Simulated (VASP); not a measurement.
# Ta2N: electric field gradients with PBE

Crystal: Ta2N.

```
CELL_PARAMETERS angstrom
3.11286 0.00000 0.00000
-1.55643 2.69582 0.00000
0.00000 0.00000 4.86984
ATOMIC_POSITIONS crystal
Ta 0.66667 0.33333 0.74529
Ta 0.33333 0.66667 0.25471
N 0.00000 0.00000 0.00000
```

```yaml
Program: VASP 6.6.1
Task: electric field gradients
Functional: PBE
Potentials_or_basis: VASP PAW PBE potentials, release 64 (Ta_pv, N)
Cutoff: 520 eV
k_mesh: 15 × 15 × 9
Occupations: fermi-dirac, width 0.05 eV
Spin: no spin polarisation
Dipole_correction: no
Further_INCAR_settings: ALGO = Normal; EDIFF = 1e-08; NBANDS = 20
```

```
Pressure                                : -0.9 GPa
Largest force                           : 0.004 eV/Å
Band gap on the k mesh                  : zero (an odd number of electrons rules out a gap without spin polarisation)
Largest electric field gradient by atom : Ta -61.0; N -4.3 V/Å²
```

Forces on the atoms (eV/Å):
```
Ta   0.000  0.000  0.004
Ta   0.000  0.000 -0.004
N    0.000  0.000  0.000
```

Stress tensor (GPa, compression positive):
```
-1.34  0.00  0.00
 0.00 -1.34  0.00
 0.00  0.00 -0.04
```

Levels at points of the mesh, in eV from the Fermi level:
```csv
k point,band 12,band 13,band 14,band 15,band 16,band 17
"(0.00, 0.00, 0.00)",-0.63,-0.21,-0.21,0.29,0.29,0.29
```

Electric field gradients, principal values (V/Å²):
| atom | least | middle | greatest (by size) |
| --- | --- | --- | --- |
| 1 Ta | 30.487 | 30.488 | -60.974 |
| 2 Ta | 30.487 | 30.488 | -60.974 |
| 3 N | 2.166 | 2.166 | -4.332 |

Run time: 86 s on 1 thread of AMD EPYC 9R45 96-Core Processor (Zen 5), on a shared host, peak memory 0.25 GiB.

Caveat: without QUAD_EFG the Cq values of the log hold for a quadrupole moment of 1 mb, not for the nuclei; spin-orbit coupling is left out, which moves the levels of the heavy elements.
